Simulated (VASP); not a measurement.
# NbTe2Mo3 (P4/mmm) in VASP: further runs, part 2 of 2

VASP 6.6.1. The steps go on from the part before.

## (5) Single point, PBE

This run uses another cell than the first one, of 18.19 Å³/atom.

The input, INCAR:

```
SYSTEM = NbTe2Mo3
  PREC = Accurate
  ENCUT = 500
  EDIFF = 1E-6
  ISMEAR = 0
  SIGMA = 0.2
  LREAL = .False.
  LASPH = .True.
  NELM = 120
  ALGO = Normal
  ISIF = 2
  LWAVE = .False.
  LCHARG = .False.
  GGA = PE
  NBANDS = 42
  GGA_COMPAT = .False.
```

The input, KPOINTS:

```
regular mesh
0
Gamma
  5 5 2
  0 0 0
```

The input, POSCAR:

```
NbTe2Mo3
1.0
    3.2773404108      0.0000000000      0.0000000000
    0.0000000000      3.2773404108      0.0000000000
    0.0000000000      0.0000000000     10.1616902788
Nb Te Mo
1 2 3
Direct
    0.0000000000      0.0000000000      0.0000000000
    0.5000000000      0.5000000000      0.8270002202
    0.5000000000      0.5000000000      0.1729997798
    0.0000000000      0.0000000000      0.3472300429
    0.5000000000      0.5000000000      0.5000000000
    0.0000000000      0.0000000000      0.6527699571
```

Run with:

```
> cat potpaw_PBE.64/Nb_sv/POTCAR potpaw_PBE.64/Te/POTCAR potpaw_PBE.64/Mo_sv/POTCAR > POTCAR
> mpirun -np 1 vasp_std > vasp.out
```

It took 52 s on 1 thread of AMD EPYC 9R45 (Zen 5), shared host; peak memory 0.19 GiB.

Results (log left out):

```
Free energy            : -47.8965 eV
Pressure               : -0.1 GPa
Largest force          : 0.067 eV/Å
Band gap on the k mesh : zero (an odd number of electrons rules out a gap without spin polarisation)
```

Forces on the atoms (eV/Å):
```
Nb   0.000  0.000  0.000
Te   0.000  0.000 -0.032
Te   0.000  0.000  0.032
Mo   0.000  0.000 -0.067
Mo   0.000  0.000  0.000
Mo   0.000  0.000  0.067
```

Stress tensor (GPa, compression positive):
```
-0.10  0.00  0.00
 0.00 -0.10  0.00
 0.00  0.00  0.04
```

Levels at points of the mesh, in eV from the Fermi level:
| k point | band 29 | band 30 | band 31 | band 32 | band 33 | band 34 | band 35 | band 36 | band 37 | band 38 |
| --- | --- | --- | --- | --- | --- | --- | --- | --- | --- | --- |
| (0.00, 0.00, 0.00) | -1.61 | -0.77 | -0.65 | -0.65 | -0.19 | 0.36 | 0.64 | 0.86 | 1.37 | 1.37 |
| (0.00, 0.00, 0.50) | -1.52 | -0.77 | -0.75 | -0.35 | -0.35 | 0.27 | 0.27 | 0.31 | 0.86 | 1.11 |

Caveat: the k points lie up to 0.38 Å⁻¹ apart, too coarse for converged energies and pressures of a metal; spin-orbit coupling is left out, which moves the levels of the heavy elements.

## (6) Single point, PBE

This run uses another cell than the first one, of 26.29 Å³/atom.

The input, INCAR:

```
ALGO     = Fast           # electronic algorithm
EDIFF    = 1E-6           # SCF threshold, eV
ENCUT    = 520            # plane-wave cutoff, eV
GGA      = PE             # functional
ISIF     = 2              # what is computed and relaxed
ISMEAR   = 0              # smearing method
LASPH    = True           # aspherical terms in the spheres
LCHARG   = False          # write CHGCAR
LREAL    = False          # projectors in reciprocal space
LWAVE    = False          # write WAVECAR
NBANDS   = 42             # bands
NELM     = 80             # most SCF steps
PREC     = Accurate       # precision mode
SIGMA    = 0.2            # smearing width, eV
```

The input, KPOINTS:

```
k-points
0
Gamma
  4 4 2
```

The input, POSCAR:

```
NbTe2Mo3
1.0
    3.9600143089      0.0000000000      0.0000000000
    0.0000000000      3.9600143089      0.0000000000
    0.0000000000      0.0000000000     10.0580603105
Nb Te Mo
1 2 3
Direct
    0.0000000000      0.0000000000      0.0000000000
    0.0000000000      0.0000000000      0.5000000000
    0.5000000000      0.5000000000      0.5000000000
    0.0000000000      0.0000000000      0.2254760004
    0.0000000000      0.0000000000      0.7745239996
    0.5000000000      0.5000000000      0.0000000000
```

Potentials or basis: VASP PAW PBE potentials, release 64 (Nb_sv, Te, Mo_sv).

Run with:

```
> cat potpaw_PBE.64/Nb_sv/POTCAR potpaw_PBE.64/Te/POTCAR potpaw_PBE.64/Mo_sv/POTCAR > POTCAR
> mpirun -np 1 vasp_std > vasp.out
```

OUTCAR:

```text
EDIFF = 1E-6
   ENCUT = 520
   GGA = PE
   ISIF = 2
   ISMEAR = 0
   LASPH = True
   LREAL = False
   NELM = 80
   PREC = Accurate

 ion  position               nearest neighbor table
   1  0.000  0.000  0.000-   4 2.27   5 2.27   6 2.80   6 2.80   6 2.80   6 2.80
   2  0.000  0.000  0.500-   4 2.76   5 2.76   3 2.80   3 2.80   3 2.80   3 2.80
   3  0.500  0.500  0.500-   2 2.80   2 2.80   2 2.80   2 2.80
   4  0.000  0.000  0.225-   1 2.27   2 2.76
   5  0.000  0.000  0.775-   1 2.27   2 2.76
   6  0.500  0.500  0.000-   1 2.80   1 2.80   1 2.80   1 2.80

  LATTYP: Found a simple tetragonal cell.
 ALAT       =     3.9600143089
 C/A-ratio  =     2.5399050422

  Lattice vectors:

 A1 = (   3.9600143089,   0.0000000000,   0.0000000000)
 A2 = (   0.0000000000,   3.9600143089,   0.0000000000)
 A3 = (   0.0000000000,   0.0000000000,  10.0580603105)

Analysis of symmetry for initial positions (statically):
=====================================================================
 Subroutine PRICEL returns:
[... 167 lines left out ...]

 E-fermi :   7.1308     XC(G=0): -10.2758

 val. band max:        7.0714627426   @ k =   0.2500   0.0000   0.5000
 cond. band min:       7.1901118864   @ k =   0.5000   0.2500   0.0000
 fundamental gap:      0.1186491438
 Fermi energy:         7.1308356534

 k-point     1 :       0.0000    0.0000    0.0000
  band No.  band energies     occupation
      1     -53.7879      2.00000
      2     -53.6679      2.00000
      3     -53.6610      2.00000
      4     -47.1334      2.00000
      5     -28.3327      2.00000
      6     -27.8937      2.00000
[... 529 lines left out ...]
     41       9.6070      0.00000
     42      10.4360      0.00000

------------------------ aborting loop because EDIFF is reached ----------------------------------------

  FORCE on cell =-STRESS in cart. coord.  units (eV):
  Direction    XX          YY          ZZ          XY          YZ          ZX
  --------------------------------------------------------------------------------------
  -------------------------------------------------------------------------------------
  Total       -0.0495483     -0.0495483     -0.2557617      0.0000000     -0.0000000      0.0000000
  in kB       -0.5033053     -0.5033053     -2.5979953      0.0000000     -0.0000000      0.0000000
  external PRESSURE =      -1.2015353 kB  Pullay stress =       0.0000000 kB

 VOLUME and BASIS-vectors are now :
 -----------------------------------------------------------------------------
  energy-cutoff  :      520.00
  volume of cell :      157.73
      direct lattice vectors                 reciprocal lattice vectors
     3.960014309  0.000000000  0.000000000     0.252524340  0.000000000  0.000000000
     0.000000000  3.960014309  0.000000000     0.000000000  0.252524340  0.000000000
     0.000000000  0.000000000 10.058060311     0.000000000  0.000000000  0.099422748

 POSITION                                       TOTAL-FORCE (eV/Angst)
 -----------------------------------------------------------------------------------
      0.00000      0.00000      0.00000         0.000000     -0.000000      0.000000
      0.00000      0.00000      5.02903         0.000000     -0.000000      0.000000
      1.98001      1.98001      5.02903         0.000000     -0.000000      0.000000
      0.00000      0.00000      2.26785         0.000000      0.000000      0.068507
      0.00000      0.00000      7.79021         0.000000     -0.000000     -0.068507
      1.98001      1.98001      0.00000         0.000000     -0.000000      0.000000
 -----------------------------------------------------------------------------------
    total drift:                                0.000000      0.000000      0.000000

  FREE ENERGIE OF THE ION-ELECTRON SYSTEM (eV)
  ---------------------------------------------------
  free  energy   TOTEN  =       -37.5983848324 eV

  energy  without entropy=      -37.4465398476  energy(sigma->0) =      -37.52246234
```

OSZICAR:

```text
N       E                     dE             d eps       ncg     rms          rms(c)
DAV:   1     0.698763018832E+03    0.69876E+03   -0.37102E+04  1112   0.149E+03
DAV:   2     0.178768123997E+00   -0.69858E+03   -0.67842E+03  1216   0.471E+02
DAV:   3    -0.388501140786E+02   -0.39029E+02   -0.37170E+02  1608   0.936E+01
DAV:   4    -0.411738153411E+02   -0.23237E+01   -0.22872E+01  1600   0.194E+01
[... 27 lines left out ...]
RMM:  32    -0.375983807180E+02   -0.23514E-05   -0.24111E-05   620   0.426E-03    0.901E-03
RMM:  33    -0.375983827082E+02   -0.19902E-05   -0.20008E-05   577   0.394E-03    0.943E-03
RMM:  34    -0.375983837995E+02   -0.10913E-05   -0.13582E-05   637   0.350E-03    0.865E-03
RMM:  35    -0.375983844668E+02   -0.66725E-06   -0.11356E-05   742   0.414E-03    0.674E-03
RMM:  36    -0.375983848324E+02   -0.36568E-06   -0.81838E-06   779   0.501E-03
   1 F= -.37598385E+02 E0= -.37522462E+02  d E =-.151845E+00
```

Wall time 4.2 min (1 thread of Intel Xeon Platinum 8488C (Sapphire Rapids), shared host); peak memory 0.3 GiB.

Results:

* Free energy: -37.5984 eV
* Pressure: -0.1 GPa
* Largest force: 0.069 eV/Å
* Band gap on the k mesh: zero (an odd number of electrons rules out a gap without spin polarisation)

Forces on the atoms (eV/Å):
```
Nb   0.000  0.000  0.000
Te   0.000  0.000  0.000
Te   0.000  0.000  0.000
Mo   0.000  0.000  0.069
Mo   0.000  0.000 -0.069
Mo   0.000  0.000  0.000
```

Stress tensor (GPa, compression positive):
```
-0.05  0.00  0.00
 0.00 -0.05  0.00
 0.00  0.00 -0.26
```

Caveat: the k points lie up to 0.40 Å⁻¹ apart, too coarse for converged energies and pressures of a metal; spin-orbit coupling is left out, which moves the levels of the heavy elements.

## (7) Summary

| cell | k mesh | cutoff (eV) | gap on the mesh (eV) | pressure (GPa) | largest force (eV/Å) |
| --- | --- | --- | --- | --- | --- |
| a = 3.319, b = 3.319, c = 9.863 Å, 6 atoms, atomic positions A | 5 × 5 × 2 | 500 | none | -0.3 | 0.03 |
| a = 5.513, b = 5.513, c = 4.774 Å, 6 atoms, atomic positions B | 3 × 3 × 4 | 500 | none | 0.0 | - |
| a = 3.319, b = 3.319, c = 9.840 Å, 6 atoms, atomic positions A | 5 × 5 × 2 | 500 | none | 0.0 | 0.06 |
| a = 3.277, b = 3.277, c = 10.162 Å, 6 atoms, atomic positions C | 5 × 5 × 2 | 500 | none | -0.1 | 0.07 |
| a = 3.960, b = 3.960, c = 10.058 Å, 6 atoms, atomic positions D | 4 × 4 × 2 | 520 | none | -0.1 | 0.07 |

Alike in all rows: task single point; level PBE; potentials or basis VASP PAW PBE potentials, release 64 (Nb_sv, Te, Mo_sv); no spin polarisation; smearing gaussian 0.2 eV.

Caveats: all runs use coarse meshes; spin-orbit coupling is left out, which moves the levels of the heavy elements.

Absolute energies hang on the potentials; compare differences alone.
